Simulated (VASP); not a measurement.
Input of a VASP 6.6.1 run:

File POSCAR:

```
Os
1.0
    2.7393806551      0.0000000000      0.0000000000
   -1.3696903275      2.3723732379      0.0000000000
    0.0000000000      0.0000000000      4.3138178725
Os
2
Direct
    0.3333333333      0.6666666667      0.2500000000
    0.6666666667      0.3333333333      0.7500000000
```

Contents of INCAR.step1:

```
SYSTEM = Os
ALGO = Normal ; EDIFF = 1E-5
ENCUT = 620 ; GGA = PE
GGA_COMPAT = .False. ; ISMEAR = 1
LASPH = .True. ; LCHARG = .False.
LREAL = .False. ; LWAVE = .True.
NBANDS = 23 ; NELM = 120
PREC = Accurate ; SIGMA = 0.01
```

The input INCAR.step2:

```
SYSTEM = Os
ALGO = Normal ; EDIFF = 1E-6
ENCUT = 620 ; GGA_COMPAT = .False.
ISIF = 2 ; ISMEAR = 1
ISTART = 1 ; LASPH = .True.
LCHARG = .True. ; LELF = .True.
LMIXTAU = .True. ; LREAL = .False.
LVHAR = .True. ; LWAVE = .False.
METAGGA = R2SCAN ; NBANDS = 23
NELM = 120 ; PREC = Accurate
SIGMA = 0.01
```

File KPOINTS:

```
k-points
0
Gamma
  13 13 7
  0 0 0
```

Potentials or basis: VASP PAW PBE potentials, release 64 (Os_sv_GW).

The run is started by

```bash
$ cat potpaw_PBE.64/Os_sv_GW/POTCAR > POTCAR
$ cp INCAR.step1 INCAR
$ mpirun -np 1 vasp_std > vasp.out
$ cp INCAR.step2 INCAR
$ mpirun -np 1 vasp_std > vasp.out
```

(1) What does it give for the pressure?

(2) What does it give for the band gap on the k mesh?

Results:

(1) -1.0 GPa.

(2) zero (bands 16 and 17 overlap by 3.99 eV).

Caveat: the PAW data sets were made with another functional, which shifts forces and pressure a little; spin-orbit coupling is left out, which moves the levels of the heavy elements.
